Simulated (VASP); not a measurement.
AlN:

```
Al N
1.0
     3.12989    0.00000    0.00000
    -1.56494    2.71056    0.00000
     0.00000    0.00000    4.81628
Al N
2 2
Direct
  0.33333 0.66667 0.00173
  0.66667 0.33333 0.50173
  0.33333 0.66667 0.38327
  0.66667 0.33333 0.88327
```

This cell differs from its parent crystal: engineering shear strain xz +0.0000, normal strain along z -0.0400.

| Quantity | Value |
| --- | --- |
| Program | VASP 6.6.1 |
| Task | relaxation of the atoms |
| Functional | PBE |
| Potentials or basis | VASP PAW PBE potentials, release 64 (Al, N) |
| Cutoff | 520 eV |
| k mesh | 9 × 9 × 6 |
| Occupations | gaussian, width 0.05 eV |
| Spin | no spin polarisation |

At the start: pressure 8.5 GPa; volume 10.22 Å³/atom.

Task: How do energy, volume and symmetry change on relaxing?

Result: Over 3 steps the energy falls by 7.0 meV/atom; space group P6_3mc (No. 186, to 0.05 Å).

The path:
| step | energy change (eV) | largest force (eV/Å) | pressure (GPa) |
| --- | --- | --- | --- |
| 1 | 0.0000 | 0.6542 | 8.45 |
| 2 | -0.0235 | 0.2246 | 7.47 |
| 3 | -0.0278 | 0.0006 | 7.66 |

Final structure:
```
Al N
1.0
     3.12989    0.00000    0.00000
    -1.56494    2.71056    0.00000
     0.00000    0.00000    4.81628
Al N
2 2
Direct
  0.33333 0.66667 0.99711
  0.66667 0.33333 0.49711
  0.33333 0.66667 0.38789
  0.66667 0.33333 0.88789
```

Caveat: the cell differs from its parent crystal (engineering shear strain xz +0.0000, normal strain along z -0.0400).
